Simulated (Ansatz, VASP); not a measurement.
This is a calculation of C for Ansatz 0.2.0.

Contents of input.yaml:

```yaml
crystal:
  lattice:
    - [2.0838934217, -1.2032084158, 0.0]
    - [2.0838934217, 1.2032084158, 0.0]
    - [-1.3509174534, 0.0, 3.4313236862]
  atoms:
    - { symbol: C, position: [0.16664447, 0.16664447, 0.99990696] }
    - { symbol: C, position: [0.83335553, 0.83335553, 9.304e-05] }
hamiltonian:
  xc: pbe0
  pseudopotentials: { kind: paw }
kpoints:
  mp_grid: { grid: [6, 6, 4] }
scf:
  occupations: { method: fermi_dirac, width: 0.05 }
output:
  forces: true
  stress: true
  eigenvalues: true
```

Potentials or basis: Ansatz PAW.

The run is started by

```console
$ ansatz run input.yaml --threads 2 --pin off --max-ram 5632MiB --backend cpu --events-out ev --progress --plain --runs-dir out
```

Q: Translate it to VASP 6.6.1. Potentials there: VASP PAW PBE potentials, release 64 (C).

A: As run (the cutoff follows the program's own potentials):

File POSCAR:

```
C
1.0
    2.0838934217     -1.2032084158      0.0000000000
    2.0838934217      1.2032084158      0.0000000000
   -1.3509174534      0.0000000000      3.4313236862
C
2
Direct
    0.1666444700      0.1666444700      0.9999069600
    0.8333555300      0.8333555300      0.0000930400
```

Contents of INCAR.step1:

```
  PREC = Accurate
  ENCUT = 520
  EDIFF = 1E-5
  ISMEAR = -1
  SIGMA = 0.05
  LREAL = F
  LASPH = T
  NELM = 100
  ALGO = Normal
  ISIF = 2
  LWAVE = T
  LCHARG = F
  NBANDS = 11
  GGA = PE
```

Contents of INCAR.step2:

```
  PREC = Accurate
  ENCUT = 520
  EDIFF = 1E-6
  ISMEAR = -1
  SIGMA = 0.05
  LREAL = F
  LASPH = T
  NELM = 100
  ALGO = Normal
  ISIF = 2
  LWAVE = F
  LCHARG = F
  GGA = PE
  LHFCALC = T
  AEXX = 0.25
  PRECFOCK = Normal
  NBANDS = 11
  ISTART = 1
```

The input KPOINTS:

```
regular mesh
0
Gamma
  6 6 4
```

Potentials or basis: VASP PAW PBE potentials, release 64 (C).

Launch:

```console
$ cat potpaw_PBE.64/C/POTCAR > POTCAR
$ cp INCAR.step1 INCAR
$ mpirun -np 1 vasp_std > vasp.out
$ cp INCAR.step2 INCAR
$ mpirun -np 1 vasp_std > vasp.out
```

Both were run:

|  | VASP | Ansatz | Ansatz less VASP |
| --- | --- | --- | --- |
| gap on the k mesh at the Fermi level (eV) | 1.33 | 1.21 | -0.119 |
| least direct gap on the mesh (eV) | 1.36 | 1.24 | -0.118 |
| pressure (GPa) | 17.6 | 17.0 | -0.55 |
| traceless stress, the component that is largest in VASP (GPa) | -17.28 | -16.47 | +0.804 |
| rms of the force components (eV/Å) | 0.039 | 0.040 | +0.0010 |

Atom by atom the forces differ by 0.001 eV/Å (rms over components). With one functional, cell and mesh, what is left measures potentials, basis and numerics.

The k mesh is coarse, so the values compare programs but aren't converged.
